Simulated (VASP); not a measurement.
# ScAlN2 (I4_1/amd) in VASP: single point with PBE

Aim: the single point of ScAlN2 with PBE.

Everything below comes from runs of VASP 6.6.1. Logs are shortened: lines on timing, memory, paths and dates and some standing lists are left out, and cuts for length are marked.

### Step 1. The cell of the first run

Symmetry: I4_1/amd, No. 141, tetragonal system. Conventional cell: a = 4.393 Å, b = 4.393 Å, c = 8.393 Å, α = 90.00°, β = 90.00°, γ = 90.00°. Within 2.9 Å of Sc (site symmetry -4m2) lie 6 N at 2.20 Å. Al (site symmetry -4m2) has 6 N at 2.00 to 2.20 Å within 2.6 Å. N (site symmetry 2mm) has 3 Al at 2.00 to 2.20 Å and 3 Sc at 2.20 Å within 2.6 Å.

### Step 2. Single point, PBE

Contents of INCAR:

```
SYSTEM = ScAlN2
PREC = Accurate
ENCUT = 520
EDIFF = 1E-6
ISMEAR = 0
SIGMA = 0.05
LREAL = .False.
LASPH = .True.
NELM = 80
ALGO = Normal
ISIF = 2
LWAVE = .False.
LCHARG = .False.
GGA = PE
NBANDS = 34
```

Contents of KPOINTS:

```
Automatic mesh
0
Gamma
  8 8 8
  0 0 0
```

Contents of POSCAR:

```
ScAlN2
1.0
   -2.1967422769      2.1967422769      4.1966492994
    2.1967422769     -2.1967422769      4.1966492994
    2.1967422769      2.1967422769     -4.1966492994
Sc Al N
2 2 4
Direct
    0.7500000000      0.2500000000      0.5000000000
    0.0000000000      0.0000000000      0.0000000000
    0.2500000000      0.7500000000      0.5000000000
    0.5000000000      0.5000000000      0.0000000000
    0.4878718694      0.9878718694      0.5000000000
    0.2621281306      0.2621281306      0.0000000000
    0.0121281306      0.5121281306      0.5000000000
    0.7378718694      0.7378718694      0.0000000000
```

Potentials or basis: VASP PAW PBE potentials, release 64 (Sc_sv, Al, N).

Command:

```console
cat potpaw_PBE.64/Sc_sv/POTCAR potpaw_PBE.64/Al/POTCAR potpaw_PBE.64/N/POTCAR > POTCAR
mpirun -np 1 vasp_std > vasp.out
```

OUTCAR:

```text
SYSTEM = ScAlN2
   PREC = Accurate
   ENCUT = 520
   EDIFF = 1E-6
   ISMEAR = 0
   LREAL = .False.
   LASPH = .True.
   NELM = 80
   ISIF = 2
   GGA = PE

 ion  position               nearest neighbor table
   1  0.750  0.250  0.500-   6 2.20   8 2.20   6 2.20   8 2.20   7 2.20   5 2.20   2 3.04   4 3.04
                             4 3.04   2 3.04   4 3.04   2 3.04   2 3.04   4 3.04   3 3.11   3 3.11
   2  0.000  0.000  0.000-   7 2.20   5 2.20   7 2.20   5 2.20   6 2.20   8 2.20   1 3.04   1 3.04
                             3 3.04   3 3.04   3 3.04   1 3.04   1 3.04   3 3.04   4 3.11   4 3.11
   3  0.250  0.750  0.500-   5 2.00   7 2.00   6 2.20   8 2.20   6 2.20   8 2.20   2 3.04   2 3.04
                             4 3.04   4 3.04   4 3.04   2 3.04   2 3.04   4 3.04   1 3.11   1 3.11
   4  0.500  0.500  0.000-   6 2.00   8 2.00   7 2.20   5 2.20   7 2.20   5 2.20   1 3.04   3 3.04
                             3 3.04   1 3.04   3 3.04   1 3.04   1 3.04   3 3.04   2 3.11   2 3.11
   5  0.488  0.988  0.500-   3 2.00   4 2.20   2 2.20   2 2.20   4 2.20   1 2.20
   6  0.262  0.262  0.000-   4 2.00   3 2.20   1 2.20   3 2.20   1 2.20   2 2.20
   7  0.012  0.512  0.500-   3 2.00   2 2.20   4 2.20   2 2.20   4 2.20   1 2.20
   8  0.738  0.738  0.000-   4 2.00   1 2.20   3 2.20   1 2.20   3 2.20   2 2.20

  LATTYP: Found a body centered tetragonal cell.
 ALAT       =     4.3934845538
 C/A-ratio  =     1.9103967468

  Lattice vectors:

 A1 = (  -2.1967422769,   2.1967422769,   4.1966492994)
 A2 = (   2.1967422769,  -2.1967422769,   4.1966492994)
 A3 = (   2.1967422769,   2.1967422769,  -4.1966492994)

Analysis of symmetry for initial positions (statically):
=====================================================================
 Subroutine PRICEL returns:
 Original cell was already a primitive cell.

 Routine SETGRP: Setting up the symmetry group for a
 body centered tetragonal supercell.

 Subroutine GETGRP returns: Found 16 space group operations
 (whereof  8 operations were pure point group operations)
 out of a pool of 16 trial point group operations.

The static configuration has the point symmetry D_2d.
 The point group associated with its full space group is D_4h.

Analysis of symmetry for dynamics (positions and initial velocities):
=====================================================================
 Subroutine PRICEL returns:
 Original cell was already a primitive cell.

 Routine SETGRP: Setting up the symmetry group for a
 body centered tetragonal supercell.

 Subroutine GETGRP returns: Found 16 space group operations
 (whereof  8 operations were pure point group operations)
 out of a pool of 16 trial point group operations.

The dynamic configuration has the point symmetry D_2d.
 The point group associated with its full space group is D_4h.

 Subroutine INISYM returns: Found 16 space group operations
 (whereof  8 operations are pure point group operations),
 and found     1 'primitive' translations

----------------------------------------------------------------------------------------

                                     Primitive cell

  volume of cell :      81.0067

  direct lattice vectors                    reciprocal lattice vectors
    -2.196742277  2.196742277  4.196649299     0.000000000  0.227609768  0.119142669
     2.196742277 -2.196742277  4.196649299     0.227609768  0.000000000  0.119142669
     2.196742277  2.196742277 -4.196649299     0.227609768  0.227609768  0.000000000

  length of vectors
     5.221419214  5.221419214  5.221419214     0.256906952  0.256906952  0.321888821

  position of ions in fractional coordinates (direct lattice)
     0.750000000  0.250000000  0.500000000
     0.000000000  0.000000000  0.000000000
     0.250000000  0.750000000  0.500000000
     0.500000000  0.500000000  0.000000000
     0.487871869  0.987871869  0.500000000
     0.262128131  0.262128131  0.000000000
     0.012128131  0.512128131  0.500000000
     0.737871869  0.737871869  0.000000000

  ion indices of the primitive-cell ions
   primitive index   ion index
                 1           1
                 2           2
                 3           3
                 4           4
                 5           5
                 6           6
                 7           7
                 8           8

----------------------------------------------------------------------------------------

 KPOINTS: Automatic mesh

Automatic generation of k-mesh.
 Grid dimensions read from file:
 generate k-points for:    8    8    8

 Generating k-lattice:

  Cartesian coordinates                     Fractional coordinates (reciprocal lattice)
     0.000000000  0.028451221  0.014892834     0.125000000  0.000000000  0.000000000
     0.028451221  0.000000000  0.014892834     0.000000000  0.125000000  0.000000000
     0.028451221  0.028451221  0.000000000     0.000000000  0.000000000  0.125000000

  Length of vectors
     0.032113369  0.032113369  0.040236103

  Shift w.r.t. Gamma in fractional coordinates (k-lattice)
     0.000000000  0.000000000  0.000000000

 Subroutine IBZKPT returns following result:
 ===========================================

 Found     59 irreducible k-points:

 Following reciprocal coordinates:
            Coordinates               Weight
  0.000000  0.000000  0.000000      1.000000
  0.125000  0.000000  0.000000      8.000000
  0.250000  0.000000  0.000000      8.000000
  0.375000  0.000000  0.000000      8.000000
  0.500000  0.000000  0.000000      4.000000
  0.125000  0.125000  0.000000      8.000000
[... 16 lines left out ...]
  0.250000  0.125000  0.125000     16.000000
  0.375000  0.125000  0.125000      8.000000
 [... further k-points ...]
   k-points           NKPTS =     59   k-points in BZ     NKDIM =     59   number of bands    NBANDS=     34
   number of dos      NEDOS =    301   number of ions     NIONS =      8
   total plane-waves  NPLWV =  64000
   dimension x,y,z NGX =    40 NGY =   40 NGZ =   40
   dimension x,y,z NGXF=    80 NGYF=   80 NGZF=   80
   ions per type =               2   2   4
   NGX,Y,Z   is equivalent  to a cutoff of  12.74, 12.74, 12.74 a.u.
   NGXF,Y,Z  is equivalent  to a cutoff of  25.47, 25.47, 25.47 a.u.
 SYSTEM =  ScAlN2
   PREC   = accura    normal or accurate (medium, high low for compatibility)
   ISTART =      0    job   : 0-new  1-cont  2-samecut
   ICHARG =      2    charge: 1-file 2-atom 10-const
   ISPIN  =      1    spin polarized calculation?
   LNONCOLLINEAR =      F non collinear calculations
   LSORBIT =      F    spin-orbit coupling
   LASPH  =      T    aspherical Exc in radial PAW
   ENCUT  =  520.0 eV  38.22 Ry    6.18 a.u.   9.71  9.71  9.71*2*pi/ulx,y,z
   NELM   =     80;   NELMIN=  2; NELMDL= -5     # of ELM steps
   EDIFF  = 0.1E-05   stopping-criterion for ELM
   LREAL  =      F    real-space projection
   EDIFFG = 0.1E-04   stopping-criterion for IOM
   NSW    =      0    number of steps for IOM
   IBRION =     -1    ionic relax: 0-MD 1-quasi-New 2-CG
   NFREE  =      0    steps in history (QN), initial steepest desc. (CG)
   ISIF   =      2    stress and relaxation
   ISYM   =      2    0-nonsym 1-usesym 2-fastsym
   POTIM  = 0.5000    time-step for ionic-motion
   TEBEG  =    0.0;   TEEND  =   0.0 temperature during run
   PSTRESS=    0.0 pullay stress
   NELECT =      48.0000    total number of electrons
   NUPDOWN=      -1.0000    fix difference up-down
   EMIN   =  10.00;   EMAX   =-10.00  energy-range for DOS
   EFERMI =   0.00;   METHOD = LEGACY
   ISMEAR =     0;   SIGMA  =   0.05  broadening in eV -4-tet -1-fermi 0-gaus
   EFERMI_NEDOS =   21; number of points for ismear=-14 and -15
   IALGO  =     38    algorithm
   IMIX   =      4    mixing-type and parameters
     AMIX     =   0.40;   BMIX     =  1.00
     AMIX_MAG =   1.60;   BMIX_MAG =  1.00
  volume/ion in A,a.u.               =      10.13        68.33
  Fermi-wavevector in a.u.,A,eV,Ry     =   1.375039  2.598447 25.724966  1.890732
  Thomas-Fermi vector in A             =   2.500411
   LORBIT       =      0    0 simple, 1 ext, 2 COOP (PROOUT), +10 PAW based schemes
   GGA     = PE    functional components
   LHFCALC =     F    Hartree Fock is set to
   AEXX    =    0.0000 exact exchange contribution
   IVDW    =     0    specifies the selected vdW correction
   LEPSILON=     F    determine dielectric tensor
   LRPA    =     F    only Hartree local field effects (RPA)
 non-spin polarized calculation
 Gauss-broadening in eV      SIGMA  =   0.05
  energy-cutoff  :      520.00
  volume of cell :       81.01
 maximum number of plane-waves:      2224
   NGX = 19   NGY = 19   NGZ = 19

 number of electron      48.0000000 magnetization

 Free energy of the ion-electron system (eV)
  ---------------------------------------------------
  ext. energy  EPLUGINS =         0.00000000
  ---------------------------------------------------
  free energy    TOTEN  =       -64.85016523 eV

  energy without entropy =      -64.85016523  energy(sigma->0) =      -64.85016523

 E-fermi :   7.5450     XC(G=0): -11.9425

 val. band max:        7.2911477417   @ k =   0.0000   0.0000   0.0000
 cond. band min:       8.2517159090   @ k =   0.5000   0.5000   0.5000
 fundamental gap:      0.9605681672
 Fermi energy:         7.5450043947

 k-point     1 :       0.0000    0.0000    0.0000
  band No.  band energies     occupation
      1     -40.8707      2.00000
      2     -40.7631      2.00000
      3     -19.7786      2.00000
      4     -19.6237      2.00000
      5     -19.6237      2.00000
      6     -19.4649      2.00000
[... 26 lines left out ...]
     33      12.1053      0.00000
     34      12.4796      0.00000

 k-point     2 :       0.1250    0.0000    0.0000
  band No.  band energies     occupation
      1     -40.8676      2.00000
      2     -40.7661      2.00000
      3     -19.7800      2.00000
      4     -19.6416      2.00000
      5     -19.6281      2.00000
      6     -19.4661      2.00000
[... 26 lines left out ...]
     33      12.3404      0.00000
     34      12.8762      0.00000

 k-point     3 :       0.2500    0.0000    0.0000
  band No.  band energies     occupation
      1     -40.8591      2.00000
      2     -40.7741      2.00000
      3     -19.7845      2.00000
      4     -19.6816      2.00000
      5     -19.6378      2.00000
      6     -19.4649      2.00000
[... 26 lines left out ...]
     33      12.5613      0.00000
     34      13.3947      0.00000

 k-point     4 :       0.3750    0.0000    0.0000
  band No.  band energies     occupation
      1     -40.8486      2.00000
      2     -40.7842      2.00000
      3     -19.7897      2.00000
      4     -19.7204      2.00000
      5     -19.6463      2.00000
      6     -19.4569      2.00000
[... 26 lines left out ...]
     33      13.3916      0.00000
     34      13.7616      0.00000

 k-point     5 :       0.5000    0.0000    0.0000
  band No.  band energies     occupation
      1     -40.8431      2.00000
      2     -40.7894      2.00000
      3     -19.7913      2.00000
      4     -19.7370      2.00000
      5     -19.6496      2.00000
      6     -19.4510      2.00000
[... 621 lines left out ...]
 k-point    22 :       0.1250    0.1250    0.1250
  band No.  band energies     occupation
      1     -40.8514      2.00000
      2     -40.7812      2.00000
      3     -19.7968      2.00000
      4     -19.7294      2.00000
      5     -19.6274      2.00000
      6     -19.5078      2.00000
[... 26 lines left out ...]
     33      13.8320      0.00000
     34      13.8961      0.00000

 k-point    23 :       0.2500    0.1250    0.1250
  band No.  band energies     occupation
      1     -40.8408      2.00000
      2     -40.7912      2.00000
      3     -19.8002      2.00000
      4     -19.7640      2.00000
      5     -19.6294      2.00000
      6     -19.5186      2.00000
[... 26 lines left out ...]
     33      13.8612      0.00000
     34      14.2267      0.00000

 k-point    24 :       0.3750    0.1250    0.1250
  band No.  band energies     occupation
      1     -40.8349      2.00000
      2     -40.7970      2.00000
      3     -19.8013      2.00000
      4     -19.7786      2.00000
      5     -19.6302      2.00000
      6     -19.5216      2.00000
[... 26 lines left out ...]
     33      13.9359      0.00000
     34      14.4513      0.00000

 [... further k-points ...]
[... 5 lines left out ...]
  --------------------------------------------------------------------------------------
  -------------------------------------------------------------------------------------
  Total        0.3183481      0.3183481      0.3052357      0.0000000      0.0000000      0.0000000
  in kB        6.2963940      6.2963940      6.0370544      0.0000000      0.0000000      0.0000000
  external PRESSURE =       6.2099475 kB  Pullay stress =       0.0000000 kB

 VOLUME and BASIS-vectors are now :
 -----------------------------------------------------------------------------
  energy-cutoff  :      520.00
  volume of cell :       81.01
      direct lattice vectors                 reciprocal lattice vectors
    -2.196742277  2.196742277  4.196649299     0.000000000  0.227609768  0.119142669
     2.196742277 -2.196742277  4.196649299     0.227609768  0.000000000  0.119142669
     2.196742277  2.196742277 -4.196649299     0.227609768  0.227609768  0.000000000

 POSITION                                       TOTAL-FORCE (eV/Angst)
 -----------------------------------------------------------------------------------
      0.00000      2.19674      2.09832        -0.000000     -0.000000      0.000000
      0.00000      0.00000      0.00000        -0.000000     -0.000000      0.000000
      2.19674      0.00000      2.09832        -0.000000     -0.000000      0.000000
      0.00000      0.00000      4.19665        -0.000000     -0.000000     -0.000000
      2.19674      0.00000      4.09485        -0.000000      0.000000     -0.045972
      0.00000      0.00000      2.20012         0.000000     -0.000000      0.045972
      2.19674      0.00000      0.10180        -0.000000      0.000000      0.045972
      0.00000      0.00000      6.19318         0.000000     -0.000000     -0.045972
 -----------------------------------------------------------------------------------
    total drift:                               -0.000000      0.000000     -0.000000

  FREE ENERGIE OF THE ION-ELECTRON SYSTEM (eV)
  ---------------------------------------------------
  free  energy   TOTEN  =       -64.8501652290 eV

  energy  without entropy=      -64.8501652290  energy(sigma->0) =      -64.85016523
```

It took 4.2 min on 1 thread of AMD EPYC 7R13 (Zen 3), shared host; peak memory 0.29 GiB.

What came out:

- Free energy: -64.8502 eV
- Pressure: 0.6 GPa
- Largest force: 0.046 eV/Å
- Band gap on the k mesh: 0.96 eV, indirect (least direct gap 1.05 eV)

Forces in eV/Å, atoms in the order of the input:
```
Sc   0.000  0.000  0.000
Sc   0.000  0.000  0.000
Al   0.000  0.000  0.000
Al   0.000  0.000  0.000
N    0.000  0.000 -0.046
N    0.000  0.000  0.046
N    0.000  0.000  0.046
N    0.000  0.000 -0.046
```

Levels at points of the mesh, in eV from the valence-band top:
```
           k point  band 20  band 21  band 22  band 23  band 24  band 25  band 26  band 27  band 28  band 29
(0.00, 0.00, 0.00)    -1.20    -1.20    -0.44     0.00     0.00     1.05     2.86     2.86     3.79     3.84
(0.50, 0.00, 0.00)    -2.54    -1.65    -1.31    -1.15    -1.00     2.32     3.89     3.99     4.51     4.59
(0.50, 0.50, 0.00)    -2.80    -2.02    -2.02    -1.33    -1.33     4.36     4.36     4.47     4.47     4.94
(0.50, 0.50, 0.50)    -2.01    -0.94    -0.94    -0.85    -0.85     0.96     0.96     2.29     2.29     4.10
```
